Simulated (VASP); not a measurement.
# MoS2 (P-3m1) in VASP: notebook

The runs below take MoS2 through single point, with BLYP, r2SCAN.

All numbers are computed with VASP 6.6.1; they aren't measurements. Logs are shortened: lines on timing, memory, paths and dates and some standing lists are left out, and cuts for length are marked.

**1. The cell of the first run**

Symmetry: P-3m1, No. 164, trigonal system. The conventional cell has a = 3.310 Å, b = 3.310 Å, c = 9.425 Å, α = 90.00°, β = 90.00°, γ = 120.00°. Within 3.3 Å of Mo (site symmetry -3m) lie 6 S at 2.46 Å. Within 3.3 Å of S (site symmetry 3m) lie 3 Mo at 2.46 Å.

**2. Single point, BLYP**

The input, INCAR:

```
SYSTEM = MoS2
PREC     = Accurate       ! precision mode
ENCUT    = 520            ! plane-wave cutoff, eV
EDIFF    = 1E-6           ! SCF threshold, eV
ISMEAR   = -1             ! smearing method
SIGMA    = 0.05           ! smearing width, eV
LREAL    = .False.        ! projectors in reciprocal space
LASPH    = .True.         ! aspherical terms in the spheres
NELM     = 100            ! most SCF steps
ALGO     = Normal         ! electronic algorithm
ISIF     = 2              ! what is computed and relaxed
LWAVE    = .False.        ! write WAVECAR
LCHARG   = .False.        ! write CHGCAR
GGA      = B5             ! functional
ALDAX    = 1.0          
AGGAX    = 1.0          
AGGAC    = 1.0          
ALDAC    = 0.0          
NBANDS   = 20             ! bands
```

The input, KPOINTS:

```
regular mesh
0
Gamma
  9 9 4
  0 0 0
```

The input, POSCAR:

```
MoS2
1.0
    3.3098131981      0.0000000000      0.0000000000
   -1.6549065991      2.8663823113      0.0000000000
    0.0000000000      0.0000000000      9.4254483749
Mo S
1 2
Direct
    0.0000000000      0.0000000000      0.5000000000
    0.6666666667      0.3333333333      0.6651718528
    0.3333333333      0.6666666667      0.3348281472
```

Potentials or basis: VASP PAW PBE potentials, release 64 (Mo_sv, S).

Started as:

```sh
$ cat potpaw_PBE.64/Mo_sv/POTCAR potpaw_PBE.64/S/POTCAR > POTCAR
$ mpirun -np 1 vasp_std > vasp.out
```

OUTCAR:

```text
SYSTEM = MoS2
   PREC = Accurate
   ENCUT = 520
   EDIFF = 1E-6
   ISMEAR = -1
   LREAL = .False.
   LASPH = .True.
   NELM = 100
   ISIF = 2
   GGA = B5

 ion  position               nearest neighbor table
   1  0.000  0.000  0.500-   2 2.46   3 2.46   3 2.46   2 2.46   2 2.46   3 2.46
   2  0.667  0.333  0.665-   1 2.46   1 2.46   1 2.46
   3  0.333  0.667  0.335-   1 2.46   1 2.46   1 2.46

  LATTYP: Found a hexagonal cell.
 ALAT       =     3.3098131981
 C/A-ratio  =     2.8477281982

  Lattice vectors:

 A1 = (   3.3098131981,   0.0000000000,   0.0000000000)
 A2 = (  -1.6549065991,   2.8663823113,   0.0000000000)
 A3 = (   0.0000000000,   0.0000000000,   9.4254483749)

Analysis of symmetry for initial positions (statically):
=====================================================================
 Subroutine PRICEL returns:
 Original cell was already a primitive cell.

 Routine SETGRP: Setting up the symmetry group for a
 hexagonal supercell.

 Subroutine GETGRP returns: Found 12 space group operations
 (whereof 12 operations were pure point group operations)
 out of a pool of 24 trial point group operations.

The static configuration has the point symmetry D_3d.

Analysis of symmetry for dynamics (positions and initial velocities):
=====================================================================
 Subroutine PRICEL returns:
 Original cell was already a primitive cell.

 Routine SETGRP: Setting up the symmetry group for a
 hexagonal supercell.

 Subroutine GETGRP returns: Found 12 space group operations
 (whereof 12 operations were pure point group operations)
 out of a pool of 24 trial point group operations.

The dynamic configuration has the point symmetry D_3d.

 Subroutine INISYM returns: Found 12 space group operations
 (whereof 12 operations are pure point group operations),
 and found     1 'primitive' translations

----------------------------------------------------------------------------------------

                                     Primitive cell

  volume of cell :      89.4210

  direct lattice vectors                    reciprocal lattice vectors
     3.309813198  0.000000000  0.000000000     0.302131855  0.174435908  0.000000000
    -1.654906599  2.866382311  0.000000000     0.000000000  0.348871815  0.000000000
     0.000000000  0.000000000  9.425448375     0.000000000  0.000000000  0.106095748

  length of vectors
     3.309813198  3.309813198  9.425448375     0.348871815  0.348871815  0.106095748

  position of ions in fractional coordinates (direct lattice)
     0.000000000  0.000000000  0.500000000
     0.666666667  0.333333333  0.665171853
     0.333333333  0.666666667  0.334828147

  ion indices of the primitive-cell ions
   primitive index   ion index
                 1           1
                 2           2
                 3           3

----------------------------------------------------------------------------------------

 KPOINTS: regular mesh

Automatic generation of k-mesh.
 Grid dimensions read from file:
 generate k-points for:    9    9    4

 Generating k-lattice:

  Cartesian coordinates                     Fractional coordinates (reciprocal lattice)
     0.033570206  0.019381768  0.000000000     0.111111111  0.000000000  0.000000000
     0.000000000  0.038763535  0.000000000     0.000000000  0.111111111  0.000000000
     0.000000000  0.000000000  0.026523937     0.000000000  0.000000000  0.250000000

  Length of vectors
     0.038763535  0.038763535  0.026523937

  Shift w.r.t. Gamma in fractional coordinates (k-lattice)
     0.000000000  0.000000000  0.000000000

 Subroutine IBZKPT returns following result:
 ===========================================

 Found     43 irreducible k-points:

 Following reciprocal coordinates:
            Coordinates               Weight
  0.000000  0.000000  0.000000      1.000000
  0.111111 -0.000000  0.000000      6.000000
  0.222222  0.000000  0.000000      6.000000
  0.333333  0.000000  0.000000      6.000000
  0.444444  0.000000  0.000000      6.000000
  0.111111  0.111111  0.000000      6.000000
[... 16 lines left out ...]
  0.222222  0.111111  0.250000     12.000000
 -0.111111  0.333333  0.250000     12.000000
 [... further k-points ...]
   k-points           NKPTS =     43   k-points in BZ     NKDIM =     43   number of bands    NBANDS=     20
   number of dos      NEDOS =    301   number of ions     NIONS =      3
   total plane-waves  NPLWV =  54880
   dimension x,y,z NGX =    28 NGY =   28 NGZ =   70
   dimension x,y,z NGXF=    56 NGYF=   56 NGZF=  140
   ions per type =               1   2
   NGX,Y,Z   is equivalent  to a cutoff of  14.06, 14.06, 12.35 a.u.
   NGXF,Y,Z  is equivalent  to a cutoff of  28.13, 28.13, 24.69 a.u.
 SYSTEM =  MoS2
   PREC   = accura    normal or accurate (medium, high low for compatibility)
   ISTART =      0    job   : 0-new  1-cont  2-samecut
   ICHARG =      2    charge: 1-file 2-atom 10-const
   ISPIN  =      1    spin polarized calculation?
   LNONCOLLINEAR =      F non collinear calculations
   LSORBIT =      F    spin-orbit coupling
   LASPH  =      T    aspherical Exc in radial PAW
   ENCUT  =  520.0 eV  38.22 Ry    6.18 a.u.   6.15  6.15 17.53*2*pi/ulx,y,z
   NELM   =    100;   NELMIN=  2; NELMDL= -5     # of ELM steps
   EDIFF  = 0.1E-05   stopping-criterion for ELM
   LREAL  =      F    real-space projection
   EDIFFG = 0.1E-04   stopping-criterion for IOM
   NSW    =      0    number of steps for IOM
   IBRION =     -1    ionic relax: 0-MD 1-quasi-New 2-CG
   NFREE  =      0    steps in history (QN), initial steepest desc. (CG)
   ISIF   =      2    stress and relaxation
   ISYM   =      2    0-nonsym 1-usesym 2-fastsym
   POTIM  = 0.5000    time-step for ionic-motion
   TEBEG  =    0.0;   TEEND  =   0.0 temperature during run
   PSTRESS=    0.0 pullay stress
   NELECT =      26.0000    total number of electrons
   NUPDOWN=      -1.0000    fix difference up-down
   EMIN   =  10.00;   EMAX   =-10.00  energy-range for DOS
   EFERMI =   0.00;   METHOD = LEGACY
   ISMEAR =    -1;   SIGMA  =   0.05  broadening in eV -4-tet -1-fermi 0-gaus
   EFERMI_NEDOS =   21; number of points for ismear=-14 and -15
   IALGO  =     38    algorithm
   IMIX   =      4    mixing-type and parameters
     AMIX     =   0.40;   BMIX     =  1.00
     AMIX_MAG =   1.60;   BMIX_MAG =  1.00
  volume/ion in A,a.u.               =      29.81       201.15
  Fermi-wavevector in a.u.,A,eV,Ry     =   1.084558  2.049517 16.004068  1.176266
  Thomas-Fermi vector in A             =   2.220651
   LORBIT       =      0    0 simple, 1 ext, 2 COOP (PROOUT), +10 PAW based schemes
   GGA     = B5    functional components
   LHFCALC =     F    Hartree Fock is set to
   AEXX    =    0.0000 exact exchange contribution
   IVDW    =     0    specifies the selected vdW correction
   LEPSILON=     F    determine dielectric tensor
   LRPA    =     F    only Hartree local field effects (RPA)
 non-spin polarized calculation
  energy-cutoff  :      520.00
  volume of cell :       89.42
 maximum number of plane-waves:      2426
 NGX is ok and might be reduce to    28
   NGX = 13   NGY = 13   NGZ = 35

 number of electron      26.0000001 magnetization

 Free energy of the ion-electron system (eV)
  ---------------------------------------------------
  ext. energy  EPLUGINS =         0.00000000
  ---------------------------------------------------
  free energy    TOTEN  =       -18.64370698 eV

  energy without entropy =      -18.63414643  energy(sigma->0) =      -18.63892670

 E-fermi :   2.7994     XC(G=0):  -7.1005

 val. band max:        2.6787791718   @ k =   0.3333   0.2222   0.0000
 cond. band min:       2.9210311566   @ k =   0.0000   0.1111   0.2500
 fundamental gap:      0.2422519848
 Fermi energy:         2.7993631171

 k-point     1 :       0.0000    0.0000    0.0000
  band No.  band energies     occupation
      1     -58.8490      2.00000
      2     -32.9957      2.00000
      3     -32.9957      2.00000
      4     -32.9287      2.00000
      5     -11.4702      2.00000
      6     -10.4008      2.00000
[... 12 lines left out ...]
     19       9.0601      0.00000
     20      10.2723      0.00000

 k-point     2 :       0.1111   -0.0000    0.0000
  band No.  band energies     occupation
      1     -58.8464      2.00000
      2     -33.0243      2.00000
      3     -33.0023      2.00000
      4     -32.9233      2.00000
      5     -11.3098      2.00000
      6     -10.3610      2.00000
[... 12 lines left out ...]
     19       9.7219      0.00000
     20      10.6906      0.00000

 k-point     3 :       0.2222    0.0000    0.0000
  band No.  band energies     occupation
      1     -58.8399      2.00000
      2     -33.0963      2.00000
      3     -33.0192      2.00000
      4     -32.9093      2.00000
      5     -10.8786      2.00000
      6     -10.2507      2.00000
[... 12 lines left out ...]
     19      10.5237      0.00000
     20      10.6269      0.00000

 k-point     4 :       0.3333    0.0000    0.0000
  band No.  band energies     occupation
      1     -58.8325      2.00000
      2     -33.1771      2.00000
      3     -33.0382      2.00000
      4     -32.8934      2.00000
      5     -10.3931      2.00000
      6     -10.0344      2.00000
[... 12 lines left out ...]
     19       9.4229      0.00000
     20       9.6671      0.00000

 k-point     5 :       0.4444    0.0000    0.0000
  band No.  band energies     occupation
      1     -58.8277      2.00000
      2     -33.2292      2.00000
      3     -33.0506      2.00000
      4     -32.8830      2.00000
      5     -10.2137      2.00000
      6      -9.6743      2.00000
[... 12 lines left out ...]
     19       8.8442      0.00000
     20      10.4125      0.00000
[... 353 lines left out ...]
      6      -9.6743      2.00000
[... 12 lines left out ...]
     19       8.7792      0.00000
     20      10.2673      0.00000

 k-point    22 :       0.1111    0.1111    0.2500
  band No.  band energies     occupation
      1     -58.8419      2.00000
      2     -33.0720      2.00000
      3     -33.0167      2.00000
      4     -32.9135      2.00000
      5     -11.0115      2.00000
      6     -10.2879      2.00000
[... 12 lines left out ...]
     19      10.2308      0.00000
     20      11.0606      0.00000

 k-point    23 :       0.2222    0.1111    0.2500
  band No.  band energies     occupation
      1     -58.8350      2.00000
      2     -33.1424      2.00000
      3     -33.0406      2.00000
      4     -32.8986      2.00000
      5     -10.5195      2.00000
      6     -10.1530      2.00000
[... 12 lines left out ...]
     19      10.2748      0.00000
     20      10.5841      0.00000

 k-point    24 :      -0.1111    0.3333    0.2500
  band No.  band energies     occupation
      1     -58.8350      2.00000
      2     -33.1424      2.00000
      3     -33.0406      2.00000
      4     -32.8986      2.00000
      5     -10.5195      2.00000
      6     -10.1531      2.00000
[... 12 lines left out ...]
     19      10.2736      0.00000
     20      10.8691      0.00000

 [... further k-points ...]
[... 5 lines left out ...]
  --------------------------------------------------------------------------------------
  -------------------------------------------------------------------------------------
  Total       -0.0008587     -0.0008587      0.0117937      0.0000000      0.0000000      0.0000000
  in kB       -0.0153860     -0.0153860      0.2113110      0.0000000      0.0000000      0.0000000
  external PRESSURE =       0.0601797 kB  Pullay stress =       0.0000000 kB

 VOLUME and BASIS-vectors are now :
 -----------------------------------------------------------------------------
  energy-cutoff  :      520.00
  volume of cell :       89.42
      direct lattice vectors                 reciprocal lattice vectors
     3.309813198  0.000000000  0.000000000     0.302131855  0.174435908  0.000000000
    -1.654906599  2.866382311  0.000000000     0.000000000  0.348871815  0.000000000
     0.000000000  0.000000000  9.425448375     0.000000000  0.000000000  0.106095748

 POSITION                                       TOTAL-FORCE (eV/Angst)
 -----------------------------------------------------------------------------------
      0.00000      0.00000      4.71272         0.000000      0.000000      0.000000
      1.65491      0.95546      6.26954         0.000000      0.000000      0.010171
     -0.00000      1.91092      3.15591        -0.000000      0.000000     -0.010171
 -----------------------------------------------------------------------------------
    total drift:                               -0.000000      0.000000      0.000000

  FREE ENERGIE OF THE ION-ELECTRON SYSTEM (eV)
  ---------------------------------------------------
  free  energy   TOTEN  =       -18.6437069818 eV

  energy  without entropy=      -18.6341464272  energy(sigma->0) =      -18.63892670
```

Wall time 46 s (1 thread of Intel Xeon 6975P-C (Granite Rapids), shared host); peak memory 0.26 GiB.

Results:

```
Free energy            : -18.6437 eV
Pressure               : 0.0 GPa
Largest force          : 0.010 eV/Å
Band gap on the k mesh : zero (band 13 reaches 3.31 eV, above the bottom of band 14 at 2.34 eV)
```

Forces in eV/Å, atoms in the order of the input:
```
Mo   0.000  0.000  0.000
S    0.000  0.000  0.010
S    0.000  0.000 -0.010
```

Levels at points of the mesh, in eV from the Fermi level:
| k point | band 11 | band 12 | band 13 | band 14 | band 15 | band 16 |
| --- | --- | --- | --- | --- | --- | --- |
| (0.00, 0.00, 0.00) | -0.88 | -0.88 | -0.49 | -0.46 | -0.46 | 3.05 |
| (0.00, 0.00, 0.50) | -0.88 | -0.88 | -0.46 | -0.46 | -0.45 | 3.05 |

Caveat: the PAW data sets were made with another functional, which shifts forces and pressure a little.

**3. Single point, r2SCAN**

This run uses another cell than the first one, of 18.98 Å³/atom, 0.637 times its volume.

The input, POSCAR:

```
MoS2
1.0
    3.2274645616      0.0000000000      0.0000000000
   -1.6137322808      2.7950663001      0.0000000000
    0.0000000000      0.0000000000      6.3124734200
Mo S
1 2
Direct
    0.0000000000      0.0000000000      0.5000000000
    0.6666666667      0.3333333333      0.7446806800
    0.3333333333      0.6666666667      0.2553193200
```

The input, INCAR.step1:

```
SYSTEM = MoS2
ALGO = Normal
EDIFF = 1E-4
ENCUT = 520
GGA = PE
ISMEAR = -1
LASPH = .TRUE.
LCHARG = .FALSE.
LREAL = .FALSE.
LWAVE = .TRUE.
NBANDS = 20
NELM = 60
PREC = Accurate
SIGMA = 0.05
```

The input, INCAR.step2:

```
SYSTEM = MoS2
ALGO = Normal
EDIFF = 1E-6
ENCUT = 520
ISIF = 2
ISMEAR = -1
ISTART = 1
LASPH = .TRUE.
LCHARG = .TRUE.
LELF = .TRUE.
LMIXTAU = .TRUE.
LREAL = .FALSE.
LVHAR = .TRUE.
LWAVE = .FALSE.
METAGGA = R2SCAN
NBANDS = 20
NELM = 60
PREC = Accurate
SIGMA = 0.05
```

The input, KPOINTS:

```
k-points
0
G
  9 9 4
  0 0 0
```

Potentials or basis: VASP PAW PBE potentials, release 64 (Mo_sv, S).

Started as:

```sh
$ cat potpaw_PBE.64/Mo_sv/POTCAR potpaw_PBE.64/S/POTCAR > POTCAR
$ cp INCAR.step1 INCAR
$ mpirun -np 1 vasp_std > vasp.out
$ cp INCAR.step2 INCAR
$ mpirun -np 1 vasp_std > vasp.out
```

It took 54 s on 1 thread of Intel Xeon 6975P-C (Granite Rapids), shared host; peak memory 0.19 GiB.

The run converged. Its results:

| Quantity | Value |
| --- | --- |
| Free energy | -44.1614 eV |
| Pressure | 0.0 GPa |
| Largest force | 0.087 eV/Å |
| Band gap on the k mesh | zero (band 13 reaches 7.54 eV, above the bottom of band 14 at 6.34 eV) |

Forces in eV/Å, atoms in the order of the input:
```
Mo   0.000  0.000  0.000
S    0.000  0.000  0.087
S    0.000  0.000 -0.087
```

Stress tensor (GPa, compression positive):
```
-0.19  0.00  0.00
 0.00 -0.19  0.00
 0.00  0.00  0.41
```

Levels at points of the mesh, in eV from the Fermi level:
| k point | band 9 | band 10 | band 11 | band 12 | band 13 | band 14 | band 15 | band 16 | band 17 | band 18 |
| --- | --- | --- | --- | --- | --- | --- | --- | --- | --- | --- |
| (0.00, 0.00, 0.00) | -4.27 | -2.03 | -1.07 | -0.99 | -0.99 | -0.43 | -0.43 | 3.34 | 3.34 | 6.62 |
| (0.00, 0.00, 0.50) | -4.26 | -3.80 | -1.00 | -1.00 | -0.50 | -0.50 | -0.08 | 3.50 | 3.50 | 6.53 |

Caveat: the PAW data sets were made with another functional, which shifts forces and pressure a little.
